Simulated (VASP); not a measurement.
Write the native input for VASP 6.6.1 that does the following.

```
Task                   : single point
Functional             : PBE
Potentials or basis    : VASP PAW PBE potentials, release 64 (Si, Mo_sv)
Cutoff                 : 520 eV
k mesh                 : 18 × 18 × 18
Occupations            : gaussian, width 0.1 eV
Spin                   : no spin polarisation
Dipole correction      : no
Further INCAR settings : ALGO = Normal; EDIFF = 1e-06; NBANDS = 18
```

The structure of Si2Mo lies in POSCAR:

```
Si2Mo
1.0
   -1.6084236866      1.6084236866      3.9365099913
    1.6084236866     -1.6084236866      3.9365099913
    1.6084236866      1.6084236866     -3.9365099913
Si Mo
2 1
Direct
    0.3350991381      0.3350991381      0.0000000000
    0.6649008619      0.6649008619      0.0000000000
    0.0000000000      0.0000000000      0.0000000000
```

One way to write it, as run:

INCAR

```
SYSTEM = Si2Mo
ALGO = Normal ; EDIFF = 1E-6
ENCUT = 520 ; GGA = PE
ISIF = 2 ; ISMEAR = 0
LASPH = .True. ; LCHARG = .True.
LELF = .True. ; LREAL = .False.
LVHAR = .True. ; LWAVE = .False.
NBANDS = 18 ; NELM = 80
PREC = Accurate ; SIGMA = 0.1
```

KPOINTS

```
k-points
0
Gamma
  18 18 18
  0 0 0
```

Potentials or basis: VASP PAW PBE potentials, release 64 (Si, Mo_sv).

Run with:

```console
$ cat potpaw_PBE.64/Si/POTCAR potpaw_PBE.64/Mo_sv/POTCAR > POTCAR
$ mpirun -np 1 vasp_std > vasp.out
```

Results of the run:

| Item | Value |
| --- | --- |
| Pressure | 0.2 GPa |
| Largest force | 0.004 eV/Å |
| Band gap on the k mesh | zero (bands 11 and 12 overlap by 0.94 eV) |

Run time: 13 min on 1 thread of AMD EPYC 7R43 64-Core Processor (Zen 3), with other jobs on the host, peak memory 0.43 GiB.
